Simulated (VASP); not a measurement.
A run of VASP 6.6.1 is set up as follows.

POSCAR

```
PbS
1.0
    0.0000000000      3.0687750000      2.9650000000
    3.0687750000      0.0000000000      2.9650000000
    3.0687750000      3.0687750000      0.0000000000
Pb S
1 1
Direct
    0.0000000000      0.0000000000      0.0000000000
    0.5000000000      0.5000000000      0.5000000000
```

INCAR.step1

```
SYSTEM = PbS
  ALGO = Normal
  EDIFF = 1E-4
  ENCUT = 520
  GGA = PE
  ISMEAR = 0
  LASPH = .TRUE.
  LCHARG = .FALSE.
  LREAL = .FALSE.
  LWAVE = .TRUE.
  NBANDS = 17
  NELM = 100
  PREC = Accurate
  SIGMA = 0.05
```

File INCAR.step2:

```
SYSTEM = PbS
  ALGO = Normal
  EDIFF = 1E-6
  ENCUT = 520
  ISIF = 2
  ISMEAR = 0
  ISTART = 1
  LASPH = .TRUE.
  LCHARG = .TRUE.
  LELF = .TRUE.
  LMIXTAU = .TRUE.
  LREAL = .FALSE.
  LVHAR = .TRUE.
  LWAVE = .FALSE.
  METAGGA = R2SCAN
  NBANDS = 17
  NELM = 100
  PREC = Accurate
  SIGMA = 0.05
```

The input KPOINTS:

```
k-points
0
G
  8 8 8
  0 0 0
```

Potentials or basis: VASP PAW PBE potentials, release 64 (Pb_d, S).

The run is started by

```console
$ cat potpaw_PBE.64/Pb_d/POTCAR potpaw_PBE.64/S/POTCAR > POTCAR
$ cp INCAR.step1 INCAR
$ mpirun -np 1 vasp_std > vasp.out
$ cp INCAR.step2 INCAR
$ mpirun -np 1 vasp_std > vasp.out
```

Q: Estimate the band gap on the k mesh.

A: 0.83 eV, direct.

Q: Predict the pressure.

A: -2.3 GPa.

Stress tensor (GPa, compression positive):
```
-3.47  0.00  0.00
 0.00 -3.47  0.00
 0.00  0.00  0.07
```

Caveat: the cell differs from its parent crystal (strain +0.0350 x Voigt [1, 1, 0, 0, 0, 0]); the PAW data sets were made with another functional, which shifts forces and pressure a little; spin-orbit coupling is left out, which moves the levels of the heavy elements. A k mesh can miss the band edges.
